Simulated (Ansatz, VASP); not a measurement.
One calculation of Cd4O3, two programs

```xyz
7
Lattice="5.7239 0.0000 0.0000 -2.8619 4.9570 0.0000 0.0000 0.0000 5.6951" Properties=species:S:1:pos:R:3 pbc="T T T"
Cd    0.0000    3.3047    1.4390
Cd    0.0000    3.3047    4.2561
Cd    2.8619    1.6523    4.2561
Cd    2.8619    1.6523    1.4390
O     2.3728    0.0000    0.0000
O    -1.1864    2.0549    0.0000
O     1.6755    2.9021    0.0000
```

Alike in both runs: functional PBE; k mesh 4 × 4 × 3; occupations gaussian, width 0.2 eV; no spin polarisation.

Ansatz relaxed the structure, and its values are those at the end. VASP's run is a single point on that final structure, the one shown.

|  | VASP | Ansatz |
| --- | --- | --- |
| version | VASP 6.6.1 | Ansatz 0.2.0 |
| potentials or method | VASP PAW PBE potentials, release 64 (Cd_sv_GW, O), cutoff 700 eV | scalar-relativistic, plane waves, PAW |
| valence electrons in the cell | 98 | 98 |

Ansatz gave:

* gap on the k mesh at the Fermi level (eV): none
* pressure (GPa): 0.0
* rms of the force components (eV/Å): 0.015

What did VASP give for the same quantities?

gap on the k mesh at the Fermi level (eV): none; pressure (GPa): -0.1; rms of the force components (eV/Å): 0.010.

A gap of «none» marks a metal or a gap that the smearing closes.

The k mesh is coarse, so the values compare programs but aren't converged.
